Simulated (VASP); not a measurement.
Ir, 2 atoms in the cell. The structure is cubic, space group Fd-3m (No. 227). The conventional cell has a = 5.549 Å, b = 5.549 Å, c = 5.549 Å, α = 90.00°, β = 90.00°, γ = 90.00°. Ir (site symmetry -43m) has 4 Ir at 2.40 Å within 3.2 Å.  This cell differs from its parent crystal: volume scaled by 1.04.

- Program: VASP 6.6.1
- Task: single point
- Functional: LDA
- Potentials or basis: VASP PAW LDA potentials, release 64 (Ir)
- Cutoff: 520 eV
- k mesh: 11 × 11 × 11
- Occupations: fermi-dirac, width 0.1 eV
- Spin: no spin polarisation
- Dipole correction: no
- Further INCAR settings: ALGO = Normal; EDIFF = 1e-06; NBANDS = 16

Potentials or basis: VASP PAW LDA potentials, release 64 (Ir).

Run with:

```sh
$ cat potpaw_LDA.64/Ir/POTCAR > POTCAR
$ mpirun -np 1 vasp_std > vasp.out
```

Hardware: 1 thread of AMD EPYC 9R45 96-Core Processor (Zen 5), with other jobs on the host.

Q: How long does it take, and how much memory?

A: Run time: 23 s on 1 thread of AMD EPYC 9R45 96-Core Processor (Zen 5), with other jobs on the host, peak memory 0.14 GiB. Counts: scf iterations 11, k points 56.
